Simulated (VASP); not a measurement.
# Al (P-1) in VASP: a series of runs, part 2 of 2

VASP 6.6.1. Earlier steps stand in the parts before.

## Step 5: Relaxation of cell and atoms, RPBE+D3(BJ)

Input file INCAR:

```
SYSTEM = Al
PREC = Accurate
ENCUT = 600
EDIFF = 1E-6
ISMEAR = -1
SIGMA = 0.05
LREAL = .False.
LASPH = .True.
NELM = 80
ALGO = Normal
ISIF = 3
LWAVE = .False.
LCHARG = .False.
GGA = RP
IVDW = 12
IBRION = 2
NSW = 60
EDIFFG = -0.01
```

Input file KPOINTS:

```
Automatic mesh
0
Gamma
  11 12 12
  0 0 0
```

Input file POSCAR:

```
Al
1.0
   -1.5759003900      1.6569236100      1.6579838500
    1.4794763400     -1.5976414500      1.5022776300
    1.6144548200      1.6361958800     -1.5987016800
Al
1
Direct
    0.0000000000      0.0000000000      0.0000000000
```

Potentials or basis: VASP PAW PBE potentials, release 64 (Al).

The run is started by

```sh
> cat potpaw_PBE.64/Al/POTCAR > POTCAR
> mpirun -np 1 vasp_std > vasp.out
```

OUTCAR:

```text
SYSTEM = Al
   PREC = Accurate
   ENCUT = 600
   EDIFF = 1E-6
   ISMEAR = -1
   LREAL = .False.
   LASPH = .True.
   NELM = 80
   ISIF = 3
   GGA = RP
   IVDW = 12
   IBRION = 2
   NSW = 60
   EDIFFG = -0.01
 IVDW          = 12

 ion  position               nearest neighbor table
   1  0.000  0.000  0.000-

  LATTYP: Found a triclinic cell.
 ALAT       =     2.6454010133
 B/A-ratio  =     1.6944159200
 C/A-ratio  =     1.0676998823
 COS(alpha) =     0.0003266186
 COS(beta)  =     0.3329699808
 COS(gamma) =     0.8117332543

  Lattice vectors:

 A1 = (   1.4794763400,  -1.5976414500,   1.5022776300)
 A2 = (  -0.1349784800,  -3.2338373300,   3.1009793100)
 A3 = (   1.5759003900,  -1.6569236100,  -1.6579838500)

Analysis of symmetry for initial positions (statically):
=====================================================================
 Subroutine PRICEL returns:
 Original cell was already a primitive cell.

 Routine SETGRP: Setting up the symmetry group for a
 triclinic supercell.

 Subroutine GETGRP returns: Found  2 space group operations
 (whereof  2 operations were pure point group operations)
 out of a pool of  2 trial point group operations.

The static configuration has the point symmetry S_2 .

Analysis of symmetry for dynamics (positions and initial velocities):
=====================================================================
 Subroutine PRICEL returns:
 Original cell was already a primitive cell.

 Routine SETGRP: Setting up the symmetry group for a
 triclinic supercell.

 Subroutine GETGRP returns: Found  2 space group operations
 (whereof  2 operations were pure point group operations)
 out of a pool of  2 trial point group operations.

The dynamic configuration has the point symmetry S_2 .

 Subroutine INISYM returns: Found  2 space group operations
 (whereof  2 operations are pure point group operations),
 and found     1 'primitive' translations

----------------------------------------------------------------------------------------
[... 114 lines left out ...]
  Thomas-Fermi vector in A             =   2.062440
   LORBIT       =      0    0 simple, 1 ext, 2 COOP (PROOUT), +10 PAW based schemes
   GGA     = RP    functional components
   LHFCALC =     F    Hartree Fock is set to
   AEXX    =    0.0000 exact exchange contribution
   IVDW    =    12    specifies the selected vdW correction
   LEPSILON=     F    determine dielectric tensor
   LRPA    =     F    only Hartree local field effects (RPA)
 conjugate gradient relaxation of ions
 non-spin polarized calculation
  energy-cutoff  :      600.00
  volume of cell :       16.08
 maximum number of plane-waves:       551
   NGX = 11   NGY = 11   NGZ = 11

--------------------------------------- Ionic step        1  -------------------------------------------

 number of electron       3.0000000 magnetization

 Free energy of the ion-electron system (eV)
  ---------------------------------------------------
  ext. energy  EPLUGINS =         0.00000000
  ---------------------------------------------------
  free energy    TOTEN  =        -3.38536807 eV

  energy without entropy =       -3.38179248  energy(sigma->0) =       -3.38358028

------------------------ aborting loop because EDIFF is reached ----------------------------------------

 Edisp (eV)   -1.82143

 E8    (eV) :    -1.2112
[... 102 lines left out ...]
  FREE ENERGIE OF THE ION-ELECTRON SYSTEM (eV)
  ---------------------------------------------------
  free  energy   TOTEN  =        -5.3688805933 eV

  energy  without entropy=       -5.3655494017  energy(sigma->0) =       -5.36721500

 E-fermi :   9.6516     XC(G=0): -10.6582

 val. band max:        9.6274689311   @ k =   0.2727   0.4167   0.3333
 cond. band min:       9.6638369013   @ k =   0.4545  -0.3333   0.0833
 fundamental gap:      0.0363679702
 Fermi energy:         9.6515900373

 k-point     1 :       0.0000    0.0000    0.0000
  band No.  band energies     occupation
      1      -2.5011      2.00000
      2      21.9839      0.00000
      3      22.6131      0.00000
      4      24.6068      0.00000
      5      24.6442      0.00000
[... 177 lines left out ...]
 k-point    24 :      -0.4545    0.1667    0.0000
  band No.  band energies     occupation
      1       1.6358      2.00000
      2      10.1408      0.00011
      3      14.2804      0.00000
      4      22.3264      0.00000
      5      24.3528      0.00000

 [... further k-points ...]

[... ionic steps 4 to 26 ...]

--------------------------------------- Ionic step       27  -------------------------------------------

 number of electron       3.0000000 magnetization

------------------------ aborting loop because EDIFF is reached ----------------------------------------
[... 73 lines left out ...]
--------------------------------------- Ionic step       29  -------------------------------------------

 number of electron       3.0000000 magnetization

 Free energy of the ion-electron system (eV)
  ---------------------------------------------------
  ext. energy  EPLUGINS =         0.00000000
  ---------------------------------------------------
  free energy    TOTEN  =        -3.28509661 eV

  energy without entropy =       -3.28303651  energy(sigma->0) =       -3.28406656

 E-fermi :  10.3502     XC(G=0): -10.9005

 val. band max:       10.3341534314   @ k =  -0.0909   0.4167   0.2500
 cond. band min:      10.3508847832   @ k =   0.3636   0.4167   0.3333
 fundamental gap:      0.0167313518
 Fermi energy:        10.3502015436

 k-point     1 :       0.0000    0.0000    0.0000
  band No.  band energies     occupation
      1      -2.2236      2.00000
      2      24.0757      0.00000
      3      24.0786      0.00000
      4      24.4460      0.00000
      5      27.2784      0.00000
[... 216 lines left out ...]
  FREE ENERGIE OF THE ION-ELECTRON SYSTEM (eV)
  ---------------------------------------------------
  free  energy   TOTEN  =        -5.5044228578 eV

  energy  without entropy=       -5.5023627647  energy(sigma->0) =       -5.50339281

 reached required accuracy - stopping structural energy minimisation
```

OSZICAR:

```text
N       E                     dE             d eps       ncg     rms          rms(c)
DAV:   1    -0.929382030361E+00   -0.92938E+00   -0.96621E+02  8060   0.381E+02
DAV:   2    -0.338830122207E+01   -0.24589E+01   -0.22951E+01  9935   0.338E+01
DAV:   3    -0.340925774075E+01   -0.20957E-01   -0.20882E-01 10900   0.373E+00
[... 177 lines left out ...]
       N       E                     dE             d eps       ncg     rms          rms(c)
DAV:   1    -0.328510151954E+01   -0.59835E-02   -0.50789E-04 10565   0.145E-01    0.204E-02
DAV:   2    -0.328509889948E+01    0.26201E-05   -0.33640E-06  9150   0.160E-02    0.694E-03
DAV:   3    -0.328509693025E+01    0.19692E-05   -0.65771E-07  6740   0.500E-03    0.192E-03
DAV:   4    -0.328509660562E+01    0.32463E-06   -0.82936E-08  4625   0.221E-03
  29 F= -.55044229E+01 E0= -.55033928E+01  d E =-.759901E-04
```

CONTCAR:

```text
Al
   1.00000000000000
    -1.3218698011975771    1.8792604609625703    1.3080003222622623
     1.3421483885911563   -1.8720827989677020    1.3658940450482324
     1.3359516288460842    1.8779510811522404   -1.3481156346336487
  Al
     1
Direct
     0.0000000000000000    1.0000000000000000    0.0000000000000000

  0.00000000E+00  0.00000000E+00  0.00000000E+00
```

Run time: 9.2 min. Hardware: 1 thread of Intel Xeon 8259CL, shared host; peak memory 0.22 GiB.

Results:

```yaml
Free_energy: -5.5044 eV
Relaxed_volume: 13.45 Å³/atom
Relaxed_cell: a = 2.644 Å, b = 2.678 Å, c = 2.670 Å, α = 119.90°, β = 90.00°, γ = 119.68°
Space_group_after_relaxing_to_0.1_Å: Fm-3m (No. 225)
Energy_gained_by_relaxing: 297.6 meV/atom
Ionic_steps: 29
Pressure_after_relaxing: 0.0 GPa
Band_gap_on_the_k_mesh: zero (an odd number of electrons rules out a gap without spin polarisation)
Dispersion_energy_per_atom: -2.219 eV
```

The path:
```csv
step,energy change (eV),largest force (eV/Å),pressure (GPa),volume (Å³)
1,0.0000,0.0000,-15.52,16.08
2,-0.1460,0.0000,8.87,12.71
3,-0.1621,0.0000,1.18,13.39
4,-0.1713,0.0000,0.90,13.40
5,-0.1714,0.0000,0.89,13.40
6,-0.1735,0.0000,-0.44,13.53
7,-0.1763,0.0000,-3.58,13.90
8,-0.1767,0.0000,-3.66,13.91
9,-0.1778,0.0000,-3.91,13.94
10,-0.1799,0.0000,-4.40,14.01
11,-0.1839,0.0000,-5.44,14.14
12,-0.1914,0.0000,-7.23,14.40
13,-0.1951,0.0000,-7.34,14.41
14,-0.2063,0.0000,-7.64,14.44
15,-0.2225,0.0000,-8.06,14.48
16,-0.2084,0.0000,-7.07,14.46
17,-0.2274,0.0000,-8.12,14.48
18,-0.2412,0.0000,-7.09,14.33
19,-0.2709,0.0000,-3.42,13.86
20,-0.2613,0.0000,6.76,12.93
21,-0.2787,0.0000,0.08,13.50
22,-0.2846,0.0000,-0.13,13.50
23,-0.2948,0.0000,-0.39,13.49
24,-0.2806,0.0000,0.45,13.46
25,-0.2961,0.0000,-0.36,13.49
26,-0.2969,0.0000,-0.11,13.46
27,-0.2975,0.0000,0.47,13.41
28,-0.2976,0.0000,0.41,13.42
29,-0.2976,0.0000,0.04,13.45
```

Final structure:
```xyz
1
Lattice="-1.3219 1.8793 1.3080 1.3421 -1.8721 1.3659 1.3360 1.8780 -1.3481" Properties=species:S:1:pos:R:3 pbc="T T T"
Al    1.3421   -1.8721    1.3659
```

Caveat: the volume moved by over 15 % at a fixed basis, so the end points are rough; the PAW data sets were made with another functional, which shifts forces and pressure a little.

## Step 6: Overview

| task | level | cell | k mesh | cutoff (eV) | smearing | gap on the mesh (eV) | pressure (GPa) | relaxed volume (Å³/atom) |
| --- | --- | --- | --- | --- | --- | --- | --- | --- |
| single point | PBE | as given | 13 × 14 × 13 | 520 | methfessel-paxton 0.1 eV | none | 4.5 | - |
| relaxation of cell and atoms | PBEsol+D3(BJ) | relaxed | 11 × 12 × 12 | 600 | fermi-dirac 0.05 eV | none | 0.0 | 15.58 |
| relaxation of cell and atoms | PBEsol+D4 | relaxed | 11 × 12 × 12 | 600 | fermi-dirac 0.05 eV | none | -0.1 | 15.83 |
| relaxation of cell and atoms | RPBE+D3(BJ) | relaxed | 11 × 12 × 12 | 600 | fermi-dirac 0.05 eV | none | 0.0 | 13.45 |

Alike in all rows: potentials or basis VASP PAW PBE potentials, release 64 (Al); no spin polarisation.

Caveats: the PAW data sets were made with another functional, which shifts forces and pressure a little (at least some runs); the cell stands under pressure (at least some runs); the volume moved by over 15 % at a fixed basis, so the end points are rough (at least some runs).

Absolute energies hang on the potentials; compare differences alone.
